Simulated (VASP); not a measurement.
A run of VASP 6.6.1:

Contents of POSCAR:

```
GaP
1.0
    0.0000000000      2.5889875000      2.8615125000
    2.5889875000      0.0000000000      2.8615125000
    2.5889875000      2.5889875000      0.0000000000
Ga P
1 1
Direct
    0.0000000000      0.0000000000      0.0000000000
    0.7500000000      0.7500000000      0.7500000000
```

Contents of INCAR.step1:

```
ALGO     = Normal         # electronic algorithm
EDIFF    = 1E-4           # SCF threshold, eV
ENCUT    = 520            # plane-wave cutoff, eV
GGA      = PE             # functional
ISMEAR   = 0              # smearing method
LASPH    = True           # aspherical terms in the spheres
LCHARG   = False          # write CHGCAR
LREAL    = False          # projectors in reciprocal space
LWAVE    = True           # write WAVECAR
NBANDS   = 16             # bands
NELM     = 80             # most SCF steps
PREC     = Accurate       # precision mode
SIGMA    = 0.05           # smearing width, eV
```

File INCAR.step2:

```
ALGO     = Normal         # electronic algorithm
EDIFF    = 1E-7           # SCF threshold, eV
ENCUT    = 520            # plane-wave cutoff, eV
ISIF     = 2              # what is computed and relaxed
ISMEAR   = 0              # smearing method
ISTART   = 1            
LASPH    = True           # aspherical terms in the spheres
LCHARG   = False          # write CHGCAR
LMIXTAU  = True         
LREAL    = False          # projectors in reciprocal space
LWAVE    = False          # write WAVECAR
METAGGA  = R2SCAN         # meta-GGA
NBANDS   = 16             # bands
NELM     = 80             # most SCF steps
PREC     = Accurate       # precision mode
SIGMA    = 0.05           # smearing width, eV
```

File KPOINTS:

```
k-points
0
Gamma
  8 8 8
```

Potentials or basis: VASP PAW PBE potentials, release 64 (Ga_d, P).

Launch:

```bash
$ cat potpaw_PBE.64/Ga_d/POTCAR potpaw_PBE.64/P/POTCAR > POTCAR
$ cp INCAR.step1 INCAR
$ mpirun -np 1 vasp_std > vasp.out
$ cp INCAR.step2 INCAR
$ mpirun -np 1 vasp_std > vasp.out
```

Hardware: 1 thread of Intel(R) Xeon(R) Platinum 8488C (Sapphire Rapids) (shared host).

Problem. Estimate the wall time of this run.

Solution. It took 2.4 min on 1 thread of Intel(R) Xeon(R) Platinum 8488C (Sapphire Rapids) (shared host), peak memory 0.19 GiB. Counts: k points 59.
